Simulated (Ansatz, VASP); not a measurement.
Cs2AgBiBr6: VASP beside Ansatz

```
Cs Ag Bi Br
1.0
     0.00000    5.77425    5.77425
     5.77425    0.00000    5.77425
     5.77425    5.77425    0.00000
Cs Ag Bi Br
2 1 1 6
Direct
  0.25000 0.25000 0.25000
  0.75000 0.75000 0.75000
  0.50000 0.50000 0.50000
  0.00000 0.00000 0.00000
  0.25086 0.74914 0.25086
  0.25086 0.74914 0.74914
  0.74914 0.25086 0.74914
  0.74914 0.25086 0.25086
  0.25086 0.25086 0.74914
  0.74914 0.74914 0.25086
```

Alike in both runs: functional PBEsol; k mesh 4 × 4 × 4; occupations gaussian, width 0.02 eV; no spin polarisation.

Ansatz relaxed the structure, and its values are those at the end. VASP's run is a single point on that final structure, the one shown.

|  | VASP | Ansatz |
| --- | --- | --- |
| version | VASP 6.6.1 | Ansatz 0.2.0 |
| potentials or method | VASP PAW PBE potentials, release 64 (Cs_sv, Ag, Bi_d, Br), cutoff 520 eV | scalar-relativistic, plane waves, PAW |
| valence electrons in the cell | 86 | 94 |

```tsv
	VASP	Ansatz	Ansatz less VASP
gap on the k mesh at the Fermi level (eV)	1.26	1.26	-0.003
least direct gap on the mesh (eV)	2.25	2.25	+0.001
pressure (GPa)	-1.9	-1.9	0.00
```

VASP's potentials were made for PBE, not for PBEsol. VASP's potentials hold 86 valence electrons a cell and Ansatz's 94, so a difference there can come from the potentials and not from the codes. Ansatz's warnings: stress scf threshold loose.

Spin-orbit coupling is off throughout.
